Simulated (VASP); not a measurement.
The system is Si5Ge.

```
Si Ge
1.0
     2.92475    0.00000    0.00000
    -1.46238    2.53291    0.00000
     0.00000    0.00000   12.72989
Si Ge
5 1
Direct
  0.66667 0.33333 0.84602
  0.66667 0.33333 0.15398
  0.33333 0.66667 0.68864
  0.33333 0.66667 0.00000
  0.33333 0.66667 0.31136
  0.66667 0.33333 0.50000
```

```yaml
Program: VASP 6.6.1
Task: relaxation of cell and atoms
Functional: PBE
Potentials_or_basis: VASP PAW PBE potentials, release 64 (Si, Ge_d)
Cutoff: 600 eV
k_mesh: 12 × 12 × 4
Occupations: gaussian, width 0.1 eV
Spin: no spin polarisation
```

At the start: pressure -0.2 GPa; volume 15.72 Å³/atom.

Task: How do energy, volume and symmetry change on relaxing?

Result: Over 14 steps the energy falls by 2.4 meV/atom and the volume is 15.57 Å³/atom (-0.9 %); space group P-6m2 (No. 187, to 0.05 Å).

The path:
```tsv
step	energy change (eV)	largest force (eV/Å)	pressure (GPa)	volume (Å³)
1	0.0000	0.1589	-0.15	94.30
2	-0.0027	0.1434	-0.07	94.10
3	-0.0076	0.0970	0.24	93.50
4	-0.0014	0.2344	1.17	92.30
5	-0.0082	0.1260	0.44	93.24
6	-0.0101	0.1214	0.18	93.47
7	-0.0117	0.1095	-0.34	93.96
8	-0.0134	0.0703	-0.23	93.75
9	-0.0142	0.0279	0.00	93.44
10	-0.0142	0.0282	-0.02	93.47
11	-0.0144	0.0199	0.00	93.46
12	-0.0144	0.0142	0.00	93.45
13	-0.0144	0.0134	0.00	93.44
14	-0.0145	0.0024	0.01	93.44
```

Final structure:
```yaml
crystal:
  lattice:
    - [2.91864, 0.00000, 0.00000]
    - [-1.45932, 2.52761, 0.00000]
    - [0.00000, 0.00000, 12.66591]
  atoms:
    - { symbol: Si, position: [0.66667, 0.33333, 0.84284] }
    - { symbol: Si, position: [0.66667, 0.33333, 0.15716] }
    - { symbol: Si, position: [0.33333, 0.66667, 0.68301] }
    - { symbol: Si, position: [0.33333, 0.66667, 0.00000] }
    - { symbol: Si, position: [0.33333, 0.66667, 0.31699] }
    - { symbol: Ge, position: [0.66667, 0.33333, 0.50000] }
```
